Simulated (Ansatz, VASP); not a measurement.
Two plane-wave programs on Sr4AgRu

```
Sr Ag Ru
1.0
     0.00000    4.31304    4.31304
     4.31304    0.00000    4.31304
     4.31304    4.31304    0.00000
Sr Ag Ru
4 1 1
Direct
  0.12965 0.62345 0.62345
  0.62345 0.12965 0.62345
  0.62345 0.62345 0.62345
  0.62345 0.62345 0.12965
  0.00000 0.00000 0.00000
  0.25000 0.25000 0.25000
```

Change from the starting cell: species swapped into the YMgNi4 type (F-43m, No. 216).

Alike in both runs: task single point; functional PBE; k mesh 4 × 4 × 4; occupations gaussian, width 0.1 eV; no spin polarisation.

|  | VASP | Ansatz |
| --- | --- | --- |
| version | VASP 6.6.1 | Ansatz 0.2.0 |
| potentials or method | VASP PAW PBE potentials, release 64 (Sr_sv, Ag, Ru_pv), cutoff 520 eV | scalar-relativistic, plane waves, PAW |
| valence electrons in the cell | 65 | 75 |

```tsv
	VASP	Ansatz	Ansatz less VASP
gap on the k mesh at the Fermi level (eV)	none	none	-
pressure (GPa)	6.4	6.2	-0.24
rms of the force components (eV/Å)	0.114	0.106	-0.0079
```

Atom by atom the forces differ by 0.008 eV/Å (rms over components). A gap of «none» marks a metal or a gap that the smearing closes. VASP's potentials hold 65 valence electrons a cell and Ansatz's 75, so a difference there can come from the potentials and not from the codes.
